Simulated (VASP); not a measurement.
Input of a VASP 6.6.1 run:

The input INCAR:

```
  ALGO = Normal
  EDIFF = 1E-6
  EDIFFG = -0.002
  ENCUT = 520
  GGA = PE
  IBRION = 2
  ISIF = 2
  ISMEAR = 0
  LASPH = True
  LCHARG = False
  LREAL = False
  LWAVE = False
  NELM = 80
  NSW = 60
  PREC = Accurate
  SIGMA = 0.02
```

Contents of KPOINTS:

```
k-points
0
Gamma
  6 6 6
```

Contents of POSCAR:

```
BaHfO3
1.0
    4.1217874412      0.0000000000      0.0000000000
    0.0000000000      4.1217874412      0.0000000000
    0.0000000000      0.0000000000      4.1217874412
Ba Hf O
1 1 3
Direct
    0.5000000000      0.5000000000      0.5000000000
    0.0000000000      0.0000000000      0.0000000000
    0.0000000000      0.5000000000      0.0000000000
    0.5000000000      0.0000000000      0.0000000000
    0.0000000000      0.0000000000      0.5000000000
```

Potentials or basis: VASP PAW PBE potentials, release 64 (Ba_sv, Hf_pv, O).

Run with:

```console
$ cat potpaw_PBE.64/Ba_sv/POTCAR potpaw_PBE.64/Hf_pv/POTCAR potpaw_PBE.64/O/POTCAR > POTCAR
$ mpirun -np 1 vasp_std > vasp.out
```

(1) Estimate the band gap on the k mesh.

Answers

(1) 3.65 eV (least direct gap 3.82 eV).

Caveat: the cell differs from its parent crystal (strained cell); the relaxation stopped at its first step, so nothing moved; spin-orbit coupling is left out, which moves the levels of the heavy elements.
